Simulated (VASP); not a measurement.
Input of a VASP 6.6.1 run:

The input INCAR:

```
  PREC = Accurate
  ENCUT = 520
  EDIFF = 1E-6
  ISMEAR = 0
  SIGMA = 0.1
  LREAL = False
  LASPH = True
  NELM = 60
  ALGO = Normal
  ISIF = 2
  LWAVE = False
  LCHARG = False
  GGA = PE
  NBANDS = 25
```

Contents of KPOINTS:

```
Automatic mesh
0
Gamma
  16 16 8
```

POSCAR

```
CuO
1.0
    2.3418500000     -1.7113000000      0.0000000000
    2.3418500000      1.7113000000      0.0000000000
   -0.8500274268      0.0000000000      5.0578693947
Cu O
2 2
Direct
    0.0000000000      0.5000000000      0.0000000000
    0.5000000000      0.0000000000      0.5000000000
    0.5665017710      0.4334982290      0.2500000000
    0.4334982290      0.5665017710      0.7500000000
```

Potentials or basis: VASP PAW PBE potentials, release 64 (Cu, O).

Command:

```sh
$ cat potpaw_PBE.64/Cu/POTCAR potpaw_PBE.64/O/POTCAR > POTCAR
$ mpirun -np 1 vasp_std > vasp.out
```

Question: Predict the largest force.

Answer: 0.051 eV/Å.

Question: Estimate the pressure.

Answer: 7.9 GPa.

Forces on the atoms (eV/Å):
```
Cu   0.000  0.000  0.000
Cu   0.000  0.000  0.000
O    0.000 -0.051  0.000
O    0.000  0.051  0.000
```
